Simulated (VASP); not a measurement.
Set up this calculation in VASP 6.6.1, as the native input.

* Task: single point
* Functional: LDA
* Potentials or basis: VASP PAW LDA potentials, release 64 (Cd_sv_GW, H, O)
* Cutoff: 600 eV
* k mesh: 6 × 6 × 4
* Occupations: gaussian, width 0.1 eV
* Spin: no spin polarisation
* Dipole correction: no
* Further INCAR settings: ALGO = Normal; EDIFF = 1e-06; NBANDS = 25

The structure of CdH2O2 lies in POSCAR:

```
CdH2O2
1.0
    3.5155259648      0.0000000000      0.0000000000
   -1.7577629824      3.0445347931      0.0000000000
    0.0000000000      0.0000000000      4.6429792900
Cd H O
1 2 2
Direct
    0.0000000000      0.0000000000      0.0000000000
    0.6666666700      0.3333333300      0.5509607200
    0.3333333300      0.6666666700      0.4490392800
    0.6666666700      0.3333333300      0.7593720000
    0.3333333300      0.6666666700      0.2406280000
```

One way to write it, as run:

INCAR

```
SYSTEM = CdH2O2
PREC = Accurate
ENCUT = 600
EDIFF = 1E-6
ISMEAR = 0
SIGMA = 0.1
LREAL = .FALSE.
LASPH = .TRUE.
NELM = 120
ALGO = Normal
ISIF = 2
LWAVE = .FALSE.
LCHARG = .TRUE.
LELF = .TRUE.
LVHAR = .TRUE.
NBANDS = 25
GGA_COMPAT = .FALSE.
```

KPOINTS

```
regular mesh
0
G
  6 6 4
  0 0 0
```

Potentials or basis: VASP PAW LDA potentials, release 64 (Cd_sv_GW, H, O).

The run is started by

```sh
$ cat potpaw_LDA.64/Cd_sv_GW/POTCAR potpaw_LDA.64/H/POTCAR potpaw_LDA.64/O/POTCAR > POTCAR
$ mpirun -np 1 vasp_std > vasp.out
```

Results of the run:

| Item | Value |
| --- | --- |
| Pressure | -4.3 GPa |
| Largest force | 1.069 eV/Å |
| Band gap on the k mesh | 1.56 eV (least direct gap 1.92 eV) |

Caveat: the cell stands under tension; forces of over 1 eV/Å act on the atoms, so gaps and moduli don't describe the material at rest.

Run time: 17 s on 1 thread of Intel(R) Xeon(R) 6975P-C (Granite Rapids), with other jobs on the host, peak memory 0.18 GiB.
